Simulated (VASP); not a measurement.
Set up this calculation in VASP 6.6.1, as the native input.

```
Task                   : relaxation of shape and atoms at fixed volume
Functional             : PBE
Potentials or basis    : VASP PAW PBE potentials, release 64 (Ti_sv, O)
Cutoff                 : 600 eV
k mesh                 : 6 × 6 × 6
Occupations            : gaussian, width 0.02 eV
Spin                   : no spin polarisation
Dipole correction      : no
Further INCAR settings : ALGO = Normal; EDIFF = 1e-07; IBRION = 2; EDIFFG = -0.01; NSW = 50; ISIF = 4
```

The structure of TiO2 lies in POSCAR:

```
TiO2
1.0
   -2.8755188977      3.1270819010      3.1270859991
    2.8755188977     -3.1270819010      3.1270859991
    2.8755188977      3.1270819010     -3.1270859991
Ti O
4 8
Direct
    0.5000180823      0.7500180823      0.7500000000
    0.4999819177      0.2499819177      0.2500000000
    0.0000000000      0.0000000000      0.5000000000
    0.0000000000      0.5000000000      0.0000000000
    0.3023236797      0.3023318436      0.5000081639
    0.1976715574      0.2499945550      0.9476770024
    0.3023236797      0.8023155157     -0.0000081639
    0.8023175526      0.2499945550      0.5523229976
    0.1976824474      0.7500054450      0.4476770024
    0.8023284426      0.7500054450      0.0523229976
    0.6976763203      0.1976844843      1.0000081639
    0.6976763203      0.6976681564      0.4999918361
```

This cell differs from its parent crystal: volume scaled by 0.88.

These files were run (other wordings do the same):

INCAR

```
SYSTEM = TiO2
PREC = Accurate ; ENCUT = 600
EDIFF = 1E-7 ; ISMEAR = 0
SIGMA = 0.02 ; LREAL = .FALSE.
LASPH = .TRUE. ; NELM = 100
ALGO = Normal ; ISIF = 4
LWAVE = .FALSE. ; LCHARG = .FALSE.
GGA = PE ; IBRION = 2
NSW = 50 ; EDIFFG = -0.01
```

KPOINTS

```
Automatic mesh
0
G
  6 6 6
  0 0 0
```

Potentials or basis: VASP PAW PBE potentials, release 64 (Ti_sv, O).

The run is started by

```console
$ cat potpaw_PBE.64/Ti_sv/POTCAR potpaw_PBE.64/O/POTCAR > POTCAR
$ mpirun -np 1 vasp_std > vasp.out
```

It gave:

| Item | Value |
| --- | --- |
| Energy gained by relaxing | 0.5 meV/atom |
| Ionic steps | 4 |
| Pressure after relaxing | 36.1 GPa |
| Largest force after relaxing | 0.005 eV/Å |
| Band gap on the k mesh | 1.99 eV |

Run time: 13 min on 1 thread of Intel(R) Xeon(R) 6975P-C (Granite Rapids), with other jobs on the host, peak memory 0.45 GiB.
